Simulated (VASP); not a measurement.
Input of a VASP 6.6.1 run:

The input INCAR:

```
SYSTEM = Al
ALGO     = Normal         ! electronic algorithm
EDIFF    = 1E-6           ! SCF threshold, eV
ENCUT    = 400            ! plane-wave cutoff, eV
GGA_COMPAT= .FALSE.      
ISIF     = 2              ! what is computed and relaxed
ISMEAR   = 0              ! smearing method
LASPH    = .TRUE.         ! aspherical terms in the spheres
LCHARG   = .TRUE.         ! write CHGCAR
LELF     = .TRUE.         ! ELF
LREAL    = .FALSE.        ! projectors in reciprocal space
LVHAR    = .TRUE.       
LWAVE    = .FALSE.        ! write WAVECAR
NBANDS   = 20             ! bands
NELM     = 120            ! most SCF steps
PREC     = Accurate       ! precision mode
SIGMA    = 0.1            ! smearing width, eV
```

Contents of KPOINTS:

```
k-points
0
G
  3 3 3
  0 0 0
```

File POSCAR:

```
Al
1.0
   -3.1824400000      3.1824400000      3.1824400000
    3.1824400000     -3.1824400000      3.1824400000
    3.1824400000      3.1824400000     -3.1824400000
Al
7
Direct
    0.0000000000      0.0000000000      0.5724918616
   -0.0767202210      0.4439106472     -0.0545758915
    0.0712831978      0.5102165320      0.5133086563
    0.5206308681      0.0767202210      0.0221443295
    0.4389333342     -0.0712831978      0.4420254585
    0.4897834680      0.5610666658      0.0030921243
    0.5560893528      0.4793691319      0.5015134614
```

Potentials or basis: VASP PAW LDA potentials, release 64 (Al).

Run with:

```console
$ cat potpaw_LDA.64/Al/POTCAR > POTCAR
$ mpirun -np 1 vasp_std > vasp.out
```

Q: Predict the band gap on the k mesh.

A: Zero (an odd number of electrons rules out a gap without spin polarisation).

Q: Predict the pressure.

A: -1.8 GPa.

Forces on the atoms (eV/Å):
```
Al   0.000  0.000  0.000
Al   0.000  0.002  0.001
Al  -0.004  0.003  0.002
Al  -0.001  0.000 -0.002
Al  -0.002 -0.004 -0.003
Al   0.003 -0.002  0.004
Al   0.002 -0.001  0.000
```

Caveat: the k points lie up to 0.47 Å⁻¹ apart, too coarse for converged energies and pressures of a metal.
